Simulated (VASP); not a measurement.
Set up this calculation in VASP 6.6.1, as the native input.

* Task: single point
* Functional: PBEsol
* Potentials or basis: VASP PAW PBE potentials, release 64 (Mg, Au)
* Cutoff: 520 eV
* k mesh: 9 × 9 × 9
* Occupations: fermi-dirac, width 0.1 eV
* Spin: no spin polarisation
* Dipole correction: no
* Further INCAR settings: ALGO = Normal; EDIFF = 1e-06; NBANDS = 14

The structure of MgAu lies in POSCAR:

```
MgAu
1.0
    3.3844676556      0.0000000000      0.0000000000
    0.0000000000      3.3844676556      0.0000000000
    0.0000000000      0.0000000000      3.3844676556
Mg Au
1 1
Direct
    0.5000000000      0.5000000000      0.5000000000
    0.0000000000      0.0000000000      0.0000000000
```

One way to write it, as run:

INCAR

```
SYSTEM = MgAu
PREC = Accurate
ENCUT = 520
EDIFF = 1E-6
ISMEAR = -1
SIGMA = 0.1
LREAL = .False.
LASPH = .True.
NELM = 100
ALGO = Normal
ISIF = 2
LWAVE = .False.
LCHARG = .False.
GGA = PS
NBANDS = 14
```

KPOINTS

```
regular mesh
0
Gamma
  9 9 9
  0 0 0
```

Potentials or basis: VASP PAW PBE potentials, release 64 (Mg, Au).

The run is started by

```sh
$ cat potpaw_PBE.64/Mg/POTCAR potpaw_PBE.64/Au/POTCAR > POTCAR
$ mpirun -np 1 vasp_std > vasp.out
```

Results of the run:

```
Pressure : -8.2 GPa
```

Caveat: the PAW data sets were made with another functional, which shifts forces and pressure a little.

It took 25 s on 1 thread of Intel Xeon 8259CL, on a shared host, peak memory 0.17 GiB.
